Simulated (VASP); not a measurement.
Wanted: the native input for a VASP 6.6.1 run.

| Quantity | Value |
| --- | --- |
| Task | single point |
| Functional | PBEsol |
| Potentials or basis | VASP PAW PBE potentials, release 64 (B, As) |
| Cutoff | 520 eV |
| k mesh | 1 × 1 × 10 |
| Occupations | gaussian, width 0.05 eV |
| Spin | collinear spin |
| Starting moments | [0.3, 0.3, 0.3, 0.3, 0.3, 0.3, 0.3, 0.3, 0.3, 0.3, 0.3, 0.3, 0.3, 0.3] μB |
| Dipole correction | no |
| Further INCAR settings | ALGO = Normal; EDIFF = 1e-06; NBANDS = 45 |

The structure of BAs lies in POSCAR:

```
BAs
1.0
   15.7000000000      0.0000000000      0.0000000000
    0.0000000000     15.3000000000      0.0000000000
    0.0000000000      0.0000000000      3.3713973113
B As
7 7
Direct
    0.5000000000      0.4610467663      0.0000000000
    0.3926306589      0.6168597010      0.5000000000
    0.3926306589      0.3052338316      0.5000000000
    0.6073693411      0.6168597010      0.5000000000
    0.6073693411      0.3052338316      0.5000000000
    0.2852613178      0.4610467663      0.0000000000
    0.7147386822      0.4610467663      0.0000000000
    0.5000000000      0.5389532337      0.5000000000
    0.6073693411      0.6947661684      0.0000000000
    0.6073693411      0.3831402990      0.0000000000
    0.3926306589      0.6947661684      0.0000000000
    0.3926306589      0.3831402990      0.0000000000
    0.2852613178      0.5389532337      0.5000000000
    0.7147386822      0.5389532337      0.5000000000
```

The input as run:

INCAR

```
ALGO = Normal
EDIFF = 1E-6
ENCUT = 520
GGA = PS
ISIF = 2
ISMEAR = 0
ISPIN = 2
LASPH = T
LCHARG = F
LORBIT = 11
LREAL = F
LWAVE = F
MAGMOM = 0.3 0.3 0.3 0.3 0.3 0.3 0.3 0.3 0.3 0.3 0.3 0.3 0.3 0.3
NBANDS = 45
NELM = 150
PREC = Accurate
SIGMA = 0.05
```

KPOINTS

```
k-points
0
Gamma
  1 1 10
```

Potentials or basis: VASP PAW PBE potentials, release 64 (B, As).

Launch:

```console
$ cat potpaw_PBE.64/B/POTCAR potpaw_PBE.64/As/POTCAR > POTCAR
$ mpirun -np 1 vasp_std > vasp.out
```

It gave:

The largest force is 2.334 eV/Å, the band gap on the k mesh is zero (filled and empty bands overlap) and the net moment is 2.00 μB per cell. The site moments are B +0.06, -0.01, +0.40, +0.09 (each value once); As -0.03, +0.03, -0.04 (each value once) μB and the valence electrons inside the program's atomic spheres are B 1.82, 1.80, 1.57, 1.67 (each value once); As 2.91, 2.74, 2.89, 2.84 (each value once).

Caveat: the PAW data sets were made with another functional, which shifts forces and pressure a little.

Run time: 16 min on 1 thread of Intel(R) Xeon(R) 6975P-C (Granite Rapids), with other jobs on the host, peak memory 1.2 GiB.
